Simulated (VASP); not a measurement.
A run of VASP 6.6.1 is set up as follows.

Contents of INCAR:

```
PREC = Accurate
ENCUT = 1350
EDIFF = 1E-7
ISMEAR = -1
SIGMA = 0.05
LREAL = F
LASPH = T
NELM = 120
ALGO = Normal
ISIF = 3
LWAVE = F
LCHARG = F
GGA = PE
IBRION = 2
NSW = 60
EDIFFG = -0.005
GGA_COMPAT = F
NELMIN = 4
```

File KPOINTS:

```
regular mesh
0
Gamma
  18 18 10
```

POSCAR

```
F
1.0
    2.6463212685      0.0000000000      0.0000000000
   -1.3231606343      2.2917814451      0.0000000000
    0.0000000000      0.0000000000      4.2870404550
F
2
Direct
    0.3333333333      0.6666666667      0.2500000000
    0.6666666667      0.3333333333      0.7500000000
```

Potentials or basis: VASP PAW PBE potentials, release 64 (F_h).

Run with:

```bash
$ cat potpaw_PBE.64/F_h/POTCAR > POTCAR
$ mpirun -np 1 vasp_std > vasp.out
```

Task: Predict the relaxed volume.

Result: 10.46 Å³/atom.

Task: What does it give for the space group after relaxing (to 0.1 Å)?

Result: P6_3/mmc (No. 194).

Task: Estimate the relaxed cell.

Result: a = 2.874 Å, b = 2.874 Å, c = 2.925 Å, α = 90.00°, β = 90.00°, γ = 120.00°.

Task: What does it give for the band gap on the k mesh?

Result: Zero (bands 7 and 8 overlap by 1.53 eV).

Step by step:
```csv
step,energy change (eV),largest force (eV/Å),pressure (GPa),volume (Å³)
1,0.0000,0.0000,-6.64,26.00
2,-0.0769,0.0000,-5.61,24.02
3,-0.1495,0.0000,-1.91,21.20
4,-0.1543,0.0000,1.00,20.00
5,-0.1552,0.0000,0.02,20.35
6,-0.1551,0.0000,0.30,20.25
7,-0.1601,0.0000,0.39,20.20
8,-0.1905,0.0000,0.57,20.04
9,-0.2969,0.0000,1.18,19.65
10,-0.4714,0.0000,7.09,18.57
11,-0.4603,0.0000,11.03,18.15
12,-0.4707,0.0000,9.13,18.34
13,-0.4714,0.0000,9.16,18.34
14,-0.4734,0.0000,9.28,18.36
15,-0.4759,0.0000,9.54,18.39
16,-0.4750,0.0000,10.15,18.44
17,-0.4763,0.0000,9.87,18.42
18,-0.4801,0.0000,9.51,18.48
19,-0.4907,0.0000,8.48,18.68
20,-0.5085,0.0000,6.57,19.07
21,-0.5321,0.0000,3.30,19.87
22,-0.5392,0.0000,-1.41,21.54
23,-0.5420,0.0000,-0.12,20.99
24,-0.5420,0.0000,0.04,20.93
25,-0.5420,0.0000,0.03,20.93
26,-0.5420,0.0000,0.03,20.93
27,-0.5420,0.0000,0.01,20.93
```

Caveat: the volume moved by over 15 % at a fixed basis, so the end points are rough; the nearest neighbours stand farther apart than a usual bond.
